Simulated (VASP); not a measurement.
Wanted: the native input for a VASP 6.6.1 run.

| Property | Result |
| --- | --- |
| Task | single point |
| Functional | PBE |
| Potentials or basis | VASP PAW PBE potentials, release 64 (W_sv) |
| Cutoff | 520 eV |
| k mesh | 11 × 11 × 1 |
| Occupations | gaussian, width 0.1 eV |
| Spin | no spin polarisation |
| Dipole correction | yes |
| Further INCAR settings | ALGO = Fast; EDIFF = 1e-06; NBANDS = 73 |

The structure of W lies in POSCAR:

```
W
1.0
    3.1835553858      0.0000000000      0.0000000000
    0.0000000000      3.1835553858      0.0000000000
    0.0000000000      0.0000000000     27.7342215430
W
9
Direct
    0.5000000000      0.5000000000      0.2704240315
    0.0000000000      0.0000000000      0.3278180236
    0.5000000000      0.5000000000      0.3852120157
    0.0000000000      0.0000000000      0.4426060079
    0.5000000000      0.5000000000      0.5000000000
    0.0000000000      0.0000000000      0.5573939921
    0.5000000000      0.5000000000      0.6147879843
    0.0000000000      0.0000000000      0.6721819764
    0.5000000000      0.5000000000      0.7295759685
```

These files were run (other wordings do the same):

INCAR

```
SYSTEM = W
PREC     = Accurate       ! precision mode
ENCUT    = 520            ! plane-wave cutoff, eV
EDIFF    = 1E-6           ! SCF threshold, eV
ISMEAR   = 0              ! smearing method
SIGMA    = 0.1            ! smearing width, eV
LREAL    = .False.        ! projectors in reciprocal space
LASPH    = .True.         ! aspherical terms in the spheres
NELM     = 80             ! most SCF steps
ALGO     = Fast           ! electronic algorithm
ISIF     = 2              ! what is computed and relaxed
LWAVE    = .False.        ! write WAVECAR
LCHARG   = .False.        ! write CHGCAR
LDIPOL   = .True.       
IDIPOL   = 3            
DIPOL    = 0.5 0.5 0.500
GGA      = PE             ! functional
NBANDS   = 73             ! bands
```

KPOINTS

```
Automatic mesh
0
Gamma
  11 11 1
  0 0 0
```

Potentials or basis: VASP PAW PBE potentials, release 64 (W_sv).

Command:

```bash
$ cat potpaw_PBE.64/W_sv/POTCAR > POTCAR
$ mpirun -np 1 vasp_std > vasp.out
```

Results of the run:

```yaml
Largest_force: 1.705 eV/Å
Band_gap_on_the_k_mesh: zero (band 63 reaches 5.51 eV, above the bottom of band 64 at 3.60 eV)
```

Caveat: spin-orbit coupling is left out, which moves the levels of the heavy elements.

It took 7.1 min on 1 thread of Intel(R) Xeon(R) 6975P-C (Granite Rapids), with other jobs on the host, peak memory 0.51 GiB.
